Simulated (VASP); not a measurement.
# AlN (P6_3mc) in VASP: notebook

AlN is run at these levels: PBEsol; tasks: electric field gradients, density of states.

Program: VASP 6.6.1. These are calculated values, not measurements. Logs are shortened: lines on timing, memory, paths and dates and some standing lists are left out, and cuts for length are marked.

**Measured values to compare with.**

“Structural and optical properties of self-assembled AlN nanowires grown on SiO2/Si substrates by molecular beam epitaxy”, 2024, arxiv:2402.00216 quotes, for a bulk crystal of AlN at 0 K: band gap 6.0343 eV (an exciton energy, a little under the gap).

How close the calculation comes is told below.

### Step 1. The cell of the first run

It takes space group P6_3mc (No. 186, hexagonal). Conventional cell: a = 3.111 Å, b = 3.111 Å, c = 4.978 Å, α = 90.00°, β = 90.00°, γ = 120.00°. Al (site symmetry 3m) has 4 N at 1.89 to 1.92 Å within 2.5 Å. Within 2.5 Å of N (site symmetry 3m) lie 4 Al at 1.89 to 1.92 Å.

### Step 2. Electric field gradients, PBEsol

Contents of INCAR:

```
ALGO = Normal
EDIFF = 1E-8
ENCUT = 520
GGA = PS
ISIF = 2
ISMEAR = -1
LASPH = T
LCHARG = F
LEFG = T
LREAL = F
LWAVE = F
NBANDS = 16
NELM = 60
PREC = Accurate
SIGMA = 0.02
```

Contents of KPOINTS:

```
k-points
0
Gamma
  11 11 6
```

Contents of POSCAR:

```
AlN
1.0
    3.1110021516      0.0000000000      0.0000000000
   -1.5555010758      2.6942068945      0.0000000000
    0.0000000000      0.0000000000      4.9780000000
Al N
2 2
Direct
    0.3333333333      0.6666666667      0.0000000000
    0.6666666667      0.3333333333      0.5000000000
    0.3333333333      0.6666666667      0.3850000000
    0.6666666667      0.3333333333      0.8850000000
```

Potentials or basis: VASP PAW PBE potentials, release 64 (Al, N).

Run with:

```console
> cat potpaw_PBE.64/Al/POTCAR potpaw_PBE.64/N/POTCAR > POTCAR
> mpirun -np 1 vasp_std > vasp.out
```

OUTCAR:

```text
EDIFF = 1E-8
   ENCUT = 520
   GGA = PS
   ISIF = 2
   ISMEAR = -1
   LASPH = T
   LREAL = F
   NELM = 60
   PREC = Accurate

 ion  position               nearest neighbor table
   1  0.333  0.667  0.000-   4 1.89   4 1.89   4 1.89   3 1.92   2 3.07   2 3.07   2 3.07   2 3.07
                             2 3.07   2 3.07
   2  0.667  0.333  0.500-   3 1.89   3 1.89   3 1.89   4 1.92   1 3.07   1 3.07   1 3.07   1 3.07
                             1 3.07   1 3.07
   3  0.333  0.667  0.385-   2 1.89   2 1.89   2 1.89   1 1.92
   4  0.667  0.333  0.885-   1 1.89   1 1.89   1 1.89   2 1.92

  LATTYP: Found a hexagonal cell.
 ALAT       =     3.1110021516
 C/A-ratio  =     1.6001274694

  Lattice vectors:

 A1 = (   3.1110021516,   0.0000000000,   0.0000000000)
 A2 = (  -1.5555010758,   2.6942068945,   0.0000000000)
 A3 = (   0.0000000000,   0.0000000000,   4.9780000000)

Analysis of symmetry for initial positions (statically):
=====================================================================
 Subroutine PRICEL returns:
 Original cell was already a primitive cell.

 Routine SETGRP: Setting up the symmetry group for a
 hexagonal supercell.

 Subroutine GETGRP returns: Found 12 space group operations
 (whereof  6 operations were pure point group operations)
 out of a pool of 24 trial point group operations.

The static configuration has the point symmetry C_3v.
 The point group associated with its full space group is C_6v.

Analysis of symmetry for dynamics (positions and initial velocities):
=====================================================================
 Subroutine PRICEL returns:
 Original cell was already a primitive cell.

 Routine SETGRP: Setting up the symmetry group for a
 hexagonal supercell.

 Subroutine GETGRP returns: Found 12 space group operations
 (whereof  6 operations were pure point group operations)
 out of a pool of 24 trial point group operations.

The dynamic configuration has the point symmetry C_3v.
 The point group associated with its full space group is C_6v.

 Subroutine INISYM returns: Found 12 space group operations
 (whereof  6 operations are pure point group operations),
 and found     1 'primitive' translations

----------------------------------------------------------------------------------------

                                     Primitive cell

  volume of cell :      41.7240

  direct lattice vectors                    reciprocal lattice vectors
     3.111002152  0.000000000  0.000000000     0.321439829  0.185583372  0.000000000
    -1.555501076  2.694206895  0.000000000     0.000000000  0.371166744  0.000000000
     0.000000000  0.000000000  4.978000000     0.000000000  0.000000000  0.200883889

  length of vectors
     3.111002152  3.111002152  4.978000000     0.371166744  0.371166744  0.200883889

  position of ions in fractional coordinates (direct lattice)
     0.333333333  0.666666667  0.000000000
     0.666666667  0.333333333  0.500000000
     0.333333333  0.666666667  0.385000000
     0.666666667  0.333333333  0.885000000

  ion indices of the primitive-cell ions
   primitive index   ion index
                 1           1
                 2           2
                 3           3
                 4           4

----------------------------------------------------------------------------------------

 KPOINTS: k-points

Automatic generation of k-mesh.
 Grid dimensions read from file:
 generate k-points for:   11   11    6

 Generating k-lattice:

  Cartesian coordinates                     Fractional coordinates (reciprocal lattice)
     0.029221803  0.016871216  0.000000000     0.090909091 -0.000000000  0.000000000
     0.000000000  0.033742431  0.000000000     0.000000000  0.090909091  0.000000000
     0.000000000  0.000000000  0.033480648     0.000000000  0.000000000  0.166666667

  Length of vectors
     0.033742431  0.033742431  0.033480648

  Shift w.r.t. Gamma in fractional coordinates (k-lattice)
     0.000000000  0.000000000  0.000000000

 Subroutine IBZKPT returns following result:
 ===========================================

 Found     64 irreducible k-points:

 Following reciprocal coordinates:
            Coordinates               Weight
  0.000000  0.000000  0.000000      1.000000
  0.090909  0.000000  0.000000      6.000000
  0.181818  0.000000  0.000000      6.000000
  0.272727  0.000000  0.000000      6.000000
  0.363636  0.000000  0.000000      6.000000
  0.454545 -0.000000  0.000000      6.000000
[... 16 lines left out ...]
  0.090909  0.090909  0.166667     12.000000
  0.181818  0.090909  0.166667     24.000000
 [... further k-points ...]
   k-points           NKPTS =     64   k-points in BZ     NKDIM =     64   number of bands    NBANDS=     16
   number of dos      NEDOS =    301   number of ions     NIONS =      4
   total plane-waves  NPLWV =  23040
   dimension x,y,z NGX =    24 NGY =   24 NGZ =   40
   dimension x,y,z NGXF=    48 NGYF=   48 NGZF=   80
   ions per type =               2   2
   NGX,Y,Z   is equivalent  to a cutoff of  12.83, 12.83, 13.36 a.u.
   NGXF,Y,Z  is equivalent  to a cutoff of  25.65, 25.65, 26.72 a.u.
 SYSTEM =  unknown system
   PREC   = accura    normal or accurate (medium, high low for compatibility)
   ISTART =      0    job   : 0-new  1-cont  2-samecut
   ICHARG =      2    charge: 1-file 2-atom 10-const
   ISPIN  =      1    spin polarized calculation?
   LNONCOLLINEAR =      F non collinear calculations
   LSORBIT =      F    spin-orbit coupling
   LASPH  =      T    aspherical Exc in radial PAW
   ENCUT  =  520.0 eV  38.22 Ry    6.18 a.u.   5.78  5.78  9.26*2*pi/ulx,y,z
   NELM   =     60;   NELMIN=  2; NELMDL= -5     # of ELM steps
   EDIFF  = 0.1E-07   stopping-criterion for ELM
   LREAL  =      F    real-space projection
   EDIFFG = 0.1E-06   stopping-criterion for IOM
   NSW    =      0    number of steps for IOM
   IBRION =     -1    ionic relax: 0-MD 1-quasi-New 2-CG
   NFREE  =      0    steps in history (QN), initial steepest desc. (CG)
   ISIF   =      2    stress and relaxation
   ISYM   =      2    0-nonsym 1-usesym 2-fastsym
   POTIM  = 0.5000    time-step for ionic-motion
   TEBEG  =    0.0;   TEEND  =   0.0 temperature during run
   PSTRESS=    0.0 pullay stress
   NELECT =      16.0000    total number of electrons
   NUPDOWN=      -1.0000    fix difference up-down
   EMIN   =  10.00;   EMAX   =-10.00  energy-range for DOS
   EFERMI =   0.00;   METHOD = LEGACY
   ISMEAR =    -1;   SIGMA  =   0.02  broadening in eV -4-tet -1-fermi 0-gaus
   EFERMI_NEDOS =   21; number of points for ismear=-14 and -15
   IALGO  =     38    algorithm
   IMIX   =      4    mixing-type and parameters
     AMIX     =   0.40;   BMIX     =  1.00
     AMIX_MAG =   1.60;   BMIX_MAG =  1.00
  volume/ion in A,a.u.               =      10.43        70.39
  Fermi-wavevector in a.u.,A,eV,Ry     =   1.189377  2.247596 19.247033  1.414617
  Thomas-Fermi vector in A             =   2.325485
   LORBIT       =      0    0 simple, 1 ext, 2 COOP (PROOUT), +10 PAW based schemes
   GGA     = PS    functional components
   LHFCALC =     F    Hartree Fock is set to
   AEXX    =    0.0000 exact exchange contribution
   IVDW    =     0    specifies the selected vdW correction
   LEPSILON=     F    determine dielectric tensor
   LRPA    =     F    only Hartree local field effects (RPA)
 non-spin polarized calculation
  energy-cutoff  :      520.00
  volume of cell :       41.72
 maximum number of plane-waves:      1134
 NGX is ok and might be reduce to    24
   NGX = 11   NGY = 11   NGZ = 19

 number of electron      15.9999998 magnetization

 Free energy of the ion-electron system (eV)
  ---------------------------------------------------
  ext. energy  EPLUGINS =         0.00000000
  ---------------------------------------------------
  free energy    TOTEN  =       -31.30951748 eV

  energy without entropy =      -31.30951748  energy(sigma->0) =      -31.30951748

 E-fermi :   6.4846     XC(G=0): -11.1120

 val. band max:        6.1273126698   @ k =   0.0000   0.0000   0.0000
 cond. band min:      10.2178232754   @ k =   0.0000   0.0000   0.0000
 fundamental gap:      4.0905106056
 Fermi energy:         6.4846271750

 k-point     1 :       0.0000    0.0000    0.0000
  band No.  band energies     occupation
      1      -9.1009      2.00000
      2      -6.9135      2.00000
      3       0.0323      2.00000
      4       5.1773      2.00000
      5       5.1773      2.00000
      6       5.8329      2.00000
[... 8 lines left out ...]
     15      19.1015      0.00000
     16      19.1015      0.00000

 k-point     2 :       0.0909    0.0000    0.0000
  band No.  band energies     occupation
      1      -8.9943      2.00000
      2      -6.8528      2.00000
      3       0.1585      2.00000
      4       4.6875      2.00000
      5       5.0388      2.00000
      6       5.3507      2.00000
[... 8 lines left out ...]
     15      19.1084      0.00000
     16      19.1858      0.00000

 k-point     3 :       0.1818    0.0000    0.0000
  band No.  band energies     occupation
      1      -8.6853      2.00000
      2      -6.6901      2.00000
      3       0.5297      2.00000
      4       3.5353      2.00000
      5       4.3659      2.00000
      6       4.7253      2.00000
[... 8 lines left out ...]
     15      18.2689      0.00000
     16      18.6772      0.00000

 k-point     4 :       0.2727    0.0000    0.0000
  band No.  band energies     occupation
      1      -8.2113      2.00000
      2      -6.4878      2.00000
      3       1.1190      2.00000
      4       2.2587      2.00000
      5       3.3226      2.00000
      6       4.3841      2.00000
[... 8 lines left out ...]
     15      18.0617      0.00000
     16      19.5464      0.00000
[... 324 lines left out ...]
 k-point    22 :       0.4545   -0.0000    0.1667
  band No.  band energies     occupation
      1      -7.1251      2.00000
      2      -6.4187      2.00000
      3       0.4777      2.00000
      4       1.5529      2.00000
      5       3.0132      2.00000
      6       4.0410      2.00000
[... 8 lines left out ...]
     15      18.3635      0.00000
     16      21.1166      0.00000

 k-point    23 :       0.0909    0.0909    0.1667
  band No.  band energies     occupation
      1      -8.6830      2.00000
      2      -6.9331      2.00000
      3       0.7239      2.00000
      4       4.1278      2.00000
      5       4.1776      2.00000
      6       4.9634      2.00000
[... 8 lines left out ...]
     15      18.4988      0.00000
     16      19.2314      0.00000

 k-point    24 :       0.1818    0.0909    0.1667
  band No.  band energies     occupation
      1      -8.2970      2.00000
      2      -6.7196      2.00000
      3       1.0758      2.00000
      4       3.0036      2.00000
      5       3.4079      2.00000
      6       4.5299      2.00000
[... 8 lines left out ...]
     15      18.4132      0.00000
     16      19.4595      0.00000

 [... further k-points ...]
[... 5 lines left out ...]
  --------------------------------------------------------------------------------------
  -------------------------------------------------------------------------------------
  Total        0.3144671      0.3144671     -0.2041717      0.0000000      0.0000000      0.0000000
  in kB       12.0753465     12.0753465     -7.8400710      0.0000000      0.0000000      0.0000000
  external PRESSURE =       5.4368740 kB  Pullay stress =       0.0000000 kB

 VOLUME and BASIS-vectors are now :
 -----------------------------------------------------------------------------
  energy-cutoff  :      520.00
  volume of cell :       41.72
      direct lattice vectors                 reciprocal lattice vectors
     3.111002152  0.000000000  0.000000000     0.321439829  0.185583372  0.000000000
    -1.555501076  2.694206895  0.000000000     0.000000000  0.371166744  0.000000000
     0.000000000  0.000000000  4.978000000     0.000000000  0.000000000  0.200883889

 POSITION                                       TOTAL-FORCE (eV/Angst)
 -----------------------------------------------------------------------------------
     -0.00000      1.79614      0.00000         0.000000      0.000000      0.178003
      1.55550      0.89807      2.48900        -0.000000     -0.000000      0.178003
     -0.00000      1.79614      1.91653        -0.000000     -0.000000     -0.178003
      1.55550      0.89807      4.40553         0.000000     -0.000000     -0.178003
 -----------------------------------------------------------------------------------
    total drift:                               -0.000000      0.000000      0.000606

  FREE ENERGIE OF THE ION-ELECTRON SYSTEM (eV)
  ---------------------------------------------------
  free  energy   TOTEN  =       -31.3095174801 eV

  energy  without entropy=      -31.3095174801  energy(sigma->0) =      -31.30951748

 Electric field gradients (V/A^2)
---------------------------------------------------------------------
 ion       V_xx      V_yy      V_zz      V_xy      V_xz      V_yz
---------------------------------------------------------------------
   1      -4.261    -4.261     8.521     0.000     0.000    -0.000
   2      -4.261    -4.261     8.521     0.000    -0.000     0.000
   3      -0.347    -0.348     0.695    -0.000     0.000    -0.000
   4      -0.347    -0.348     0.695    -0.000    -0.000     0.000
---------------------------------------------------------------------

 Electric field gradients after diagonalization (V/A^2)
 (convention: |V_zz| > |V_xx| > |V_yy|)
----------------------------------------------------------------------
 ion       V_xx      V_yy      V_zz     asymmetry (V_yy - V_xx)/ V_zz
----------------------------------------------------------------------
   1      -4.261    -4.261     8.521       0.000
   2      -4.261    -4.261     8.521       0.000
   3      -0.348    -0.347     0.695       0.001
   4      -0.348    -0.347     0.695       0.001
----------------------------------------------------------------------

           NMR quadrupolar parameters

 Cq : quadrupolar parameter    Cq=e*Q*V_zz/h
 eta: asymmetry parameters     (V_yy - V_xx)/ V_zz
 Q  : nuclear electric quadrupole moment in mb (millibarn)
----------------------------------------------------------------------
 ion       Cq(MHz)       eta       Q (mb)
----------------------------------------------------------------------
   1       0.021       0.000       1.000
   2       0.021       0.000       1.000
   3       0.002       0.001       1.000
   4       0.002       0.001       1.000
----------------------------------------------------------------------
```

Run time: 90 s. Hardware: 1 thread of AMD EPYC 7R13, shared host; peak memory 0.14 GiB.

What came out:

- Free energy: -31.3095 eV
- Pressure: 0.5 GPa
- Largest force: 0.178 eV/Å
- Band gap on the k mesh: 4.09 eV, direct

Forces on the atoms (eV/Å):
```
Al   0.000  0.000  0.178
Al   0.000  0.000  0.178
N    0.000  0.000 -0.178
N    0.000  0.000 -0.178
```

Levels at points of the mesh, in eV from the valence-band top:
```
           k point  band 6  band 7  band 8  band 9  band 10  band 11
(0.00, 0.00, 0.00)   -0.29   -0.29    0.00    4.09     6.53    10.50
(0.00, 0.00, 0.50)   -0.63   -0.63   -0.63    6.36     6.36    10.18
```

Electric field gradients, principal values (V/Å²):
```
atom   least  middle  greatest (by size)
1 Al  -4.261  -4.261               8.521
2 Al  -4.261  -4.261               8.521
 3 N  -0.347  -0.348               0.695
 4 N  -0.347  -0.348               0.695
```

Caveat: without QUAD_EFG the Cq values of the log hold for a quadrupole moment of 1 mb, not for the nuclei; the PAW data sets were made with another functional, which shifts forces and pressure a little.

(Part 1 of 3 ends here.)
